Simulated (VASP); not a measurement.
# Ru in VASP: single point with r2SCAN

Aim: the single point of Ru with r2SCAN.

All numbers are computed with VASP 6.6.1; they aren't measurements. Logs are shortened: lines on timing, memory, paths and dates and some standing lists are left out, and cuts for length are marked.

## 1. The cell of the first run

The cell holds a slab with vacuum, 7 atoms: a = 2.702 Å, b = 2.702 Å, c = 27.798 Å, α = 90.00°, β = 90.00°, γ = 120.00°.

## 2. Single point, r2SCAN

POSCAR reads:

```
Ru
1.0
    2.7023482493      0.0000000000      0.0000000000
   -1.3511741246      2.3403022337      0.0000000000
    0.0000000000      0.0000000000     27.7978965643
Ru
7
Direct
    0.6666666667      0.3333333333      0.2698045869
    0.3333333333      0.6666666667      0.3465363913
    0.6666666667      0.3333333333      0.4232681956
    0.3333333333      0.6666666667      0.5000000000
    0.6666666667      0.3333333333      0.5767318044
    0.3333333333      0.6666666667      0.6534636087
    0.6666666667      0.3333333333      0.7301954131
```

INCAR.step1 reads:

```
PREC     = Accurate       # precision mode
ENCUT    = 520            # plane-wave cutoff, eV
ISMEAR   = 0              # smearing method
SIGMA    = 0.1            # smearing width, eV
LREAL    = False          # projectors in reciprocal space
LASPH    = True           # aspherical terms in the spheres
NELM     = 100            # most SCF steps
LDIPOL   = True         
IDIPOL   = 3            
DIPOL    = 0.5 0.5 0.500
NBANDS   = 58             # bands
GGA      = PE             # functional
ALGO     = Normal         # electronic algorithm
EDIFF    = 1E-4           # SCF threshold, eV
LWAVE    = True           # write WAVECAR
LCHARG   = False          # write CHGCAR
```

INCAR.step2 reads:

```
PREC     = Accurate       # precision mode
ENCUT    = 520            # plane-wave cutoff, eV
EDIFF    = 1E-7           # SCF threshold, eV
ISMEAR   = 0              # smearing method
SIGMA    = 0.1            # smearing width, eV
LREAL    = False          # projectors in reciprocal space
LASPH    = True           # aspherical terms in the spheres
NELM     = 100            # most SCF steps
ALGO     = Normal         # electronic algorithm
ISIF     = 2              # what is computed and relaxed
LWAVE    = False          # write WAVECAR
LCHARG   = False          # write CHGCAR
LDIPOL   = True         
IDIPOL   = 3            
DIPOL    = 0.5 0.5 0.500
METAGGA  = R2SCAN         # meta-GGA
LMIXTAU  = True         
NBANDS   = 58             # bands
ISTART   = 1
```

KPOINTS reads:

```
Automatic mesh
0
Gamma
  15 15 1
```

Potentials or basis: VASP PAW PBE potentials, release 64 (Ru_pv).

On the command line:

```bash
$ cat potpaw_PBE.64/Ru_pv/POTCAR > POTCAR
$ cp INCAR.step1 INCAR
$ mpirun -np 1 vasp_std > vasp.out
$ cp INCAR.step2 INCAR
$ mpirun -np 1 vasp_std > vasp.out
```

OUTCAR:

```text
PREC = Accurate
   ENCUT = 520
   EDIFF = 1E-7
   ISMEAR = 0
   LREAL = False
   LASPH = True
   NELM = 100
   ISIF = 2
   METAGGA = R2SCAN
   ISTART = 1

 ion  position               nearest neighbor table
   1  0.667  0.333  0.270-   2 2.64   2 2.64   2 2.64
   2  0.333  0.667  0.347-   3 2.64   3 2.64   3 2.64   1 2.64   1 2.64   1 2.64
   3  0.667  0.333  0.423-   2 2.64   2 2.64   2 2.64   4 2.64   4 2.64   4 2.64
   4  0.333  0.667  0.500-   3 2.64   5 2.64   3 2.64   5 2.64   3 2.64   5 2.64
   5  0.667  0.333  0.577-   6 2.64   6 2.64   6 2.64   4 2.64   4 2.64   4 2.64
   6  0.333  0.667  0.653-   5 2.64   5 2.64   5 2.64   7 2.64   7 2.64   7 2.64
   7  0.667  0.333  0.730-   6 2.64   6 2.64   6 2.64

  LATTYP: Found a hexagonal cell.
 ALAT       =     2.7023482493
 C/A-ratio  =    10.2865707895

  Lattice vectors:

 A1 = (   2.7023482493,   0.0000000000,   0.0000000000)
 A2 = (  -1.3511741246,   2.3403022337,   0.0000000000)
 A3 = (   0.0000000000,   0.0000000000,  27.7978965643)

Analysis of symmetry for initial positions (statically):
=====================================================================
 Subroutine PRICEL returns:
 Original cell was already a primitive cell.

 Routine SETGRP: Setting up the symmetry group for a
 hexagonal supercell.

 Subroutine GETGRP returns: Found 12 space group operations
 (whereof 12 operations were pure point group operations)
 out of a pool of 24 trial point group operations.

The static configuration has the point symmetry D_3h.

Analysis of symmetry for dynamics (positions and initial velocities):
=====================================================================
 Subroutine PRICEL returns:
 Original cell was already a primitive cell.

 Routine SETGRP: Setting up the symmetry group for a
 hexagonal supercell.

 Subroutine GETGRP returns: Found 12 space group operations
 (whereof 12 operations were pure point group operations)
 out of a pool of 24 trial point group operations.

The dynamic configuration has the point symmetry D_3h.

 Subroutine INISYM returns: Found 12 space group operations
 (whereof 12 operations are pure point group operations),
 and found     1 'primitive' translations

----------------------------------------------------------------------------------------

                                     Primitive cell

  volume of cell :     175.8026

  direct lattice vectors                    reciprocal lattice vectors
     2.702348249  0.000000000  0.000000000     0.370048531  0.213647619  0.000000000
    -1.351174125  2.340302234  0.000000000     0.000000000  0.427295238  0.000000000
[... 110 lines left out ...]
   ISMEAR =     0;   SIGMA  =   0.10  broadening in eV -4-tet -1-fermi 0-gaus
   EFERMI_NEDOS =   21; number of points for ismear=-14 and -15
   IALGO  =     38    algorithm
   IMIX   =      4    mixing-type and parameters
     AMIX     =   0.40;   BMIX     =  1.00
     AMIX_MAG =   1.60;   BMIX_MAG =  1.00
  volume/ion in A,a.u.               =      25.11       169.48
  Fermi-wavevector in a.u.,A,eV,Ry     =   1.347334  2.546091 24.698761  1.815308
  Thomas-Fermi vector in A             =   2.475093
   LORBIT       =      0    0 simple, 1 ext, 2 COOP (PROOUT), +10 PAW based schemes
   METAGGA = R2SCAN    functional components
   LHFCALC =     F    Hartree Fock is set to
   AEXX    =    0.0000 exact exchange contribution
   IVDW    =     0    specifies the selected vdW correction
   LEPSILON=     F    determine dielectric tensor
   LRPA    =     F    only Hartree local field effects (RPA)
 non-spin polarized calculation
 Gauss-broadening in eV      SIGMA  =   0.10
  energy-cutoff  :      520.00
  volume of cell :      175.80
 maximum number of plane-waves:      4797
 NGX is ok and might be reduce to    20
   NGX =  9   NGY =  9   NGZ =103

 number of electron      98.0000024 magnetization

 dipolmoment           0.000000      0.000000     -0.000000 electrons x Angstroem

 Free energy of the ion-electron system (eV)
  ---------------------------------------------------
  ext. energy  EPLUGINS =         0.00000000
  ---------------------------------------------------
  free energy    TOTEN  =      -175.71477022 eV

  energy without entropy =     -175.67494225  energy(sigma->0) =     -175.69485624

 E-fermi :   4.5847     XC(G=0):  -8.9823

 val. band max:        4.5832712762   @ k =   0.0667  -0.0000   0.0000
 cond. band min:       4.5991942548   @ k =   0.4667   0.0667   0.0000
 fundamental gap:      0.0159229786
 Fermi energy:         4.5847317835

 k-point     1 :       0.0000    0.0000    0.0000
  band No.  band energies     occupation
      1     -40.4966      2.00000
      2     -40.3695      2.00000
      3     -40.0894      2.00000
      4     -39.7781      2.00000
      5     -39.5624      2.00000
      6     -39.5624      2.00000
[... 1453 lines left out ...]
     57      10.2625      0.00000
     58      10.4929      0.00000

 [... further k-points ...]

------------------------ aborting loop because EDIFF is reached ----------------------------------------

 vacuum level on the upper side and lower side of the slab       (xc-potential included)         0.024         0.024

  FORCE on cell =-STRESS in cart. coord.  units (eV):
  Direction    XX          YY          ZZ          XY          YZ          ZX
  --------------------------------------------------------------------------------------
  -------------------------------------------------------------------------------------
  Total       -3.2229329     -3.2229329     -2.7709784     -0.0000000      0.0000000      0.0000000
  in kB      -29.3722114    -29.3722114    -25.2533221     -0.0000000      0.0000000      0.0000000
  external PRESSURE =     -27.9992483 kB  Pullay stress =       0.0000000 kB

 VOLUME and BASIS-vectors are now :
 -----------------------------------------------------------------------------
  energy-cutoff  :      520.00
  volume of cell :      175.80
      direct lattice vectors                 reciprocal lattice vectors
     2.702348249  0.000000000  0.000000000     0.370048531  0.213647619  0.000000000
    -1.351174125  2.340302234  0.000000000     0.000000000  0.427295238  0.000000000
     0.000000000  0.000000000 27.797896564     0.000000000  0.000000000  0.035973945

 POSITION                                       TOTAL-FORCE (eV/Angst)
 -----------------------------------------------------------------------------------
      1.35117      0.78010      7.50000        -0.000000      0.000000      0.788386
     -0.00000      1.56020      9.63298        -0.000000     -0.000000     -0.750847
      1.35117      0.78010     11.76597        -0.000000      0.000000     -0.232760
     -0.00000      1.56020     13.89895         0.000000     -0.000000      0.000000
      1.35117      0.78010     16.03193        -0.000000     -0.000000      0.232760
     -0.00000      1.56020     18.16491         0.000000     -0.000000      0.750847
      1.35117      0.78010     20.29790        -0.000000      0.000000     -0.788386
 -----------------------------------------------------------------------------------
    total drift:                               -0.000000      0.000000     -0.000000

  FREE ENERGIE OF THE ION-ELECTRON SYSTEM (eV)
  ---------------------------------------------------
  free  energy   TOTEN  =      -175.7147702237 eV

  energy  without entropy=     -175.6749422517  energy(sigma->0) =     -175.69485624

 vacuum level on the upper side and lower side of the slab         9.711         9.711
```

It took 24 min on 1 thread of Intel Xeon Platinum 8488C (Sapphire Rapids), shared host; peak memory 0.42 GiB.

Results:

* Free energy: -175.7148 eV
* Largest force: 0.788 eV/Å
* Band gap on the k mesh: zero (bands 49 and 50 overlap by 2.63 eV)

Forces on the atoms (eV/Å):
```
Ru   0.000  0.000  0.788
Ru   0.000  0.000 -0.751
Ru   0.000  0.000 -0.233
Ru   0.000  0.000  0.000
Ru   0.000  0.000  0.233
Ru   0.000  0.000  0.751
Ru   0.000  0.000 -0.788
```

Levels at points of the mesh, in eV from the Fermi level:
```tsv
k point	band 46	band 47	band 48	band 49	band 50	band 51
(0.00, 0.00, 0.00)	-1.98	-1.69	-1.20	-1.20	-0.63	-0.63
```

Caveat: the PAW data sets were made with another functional, which shifts forces and pressure a little.
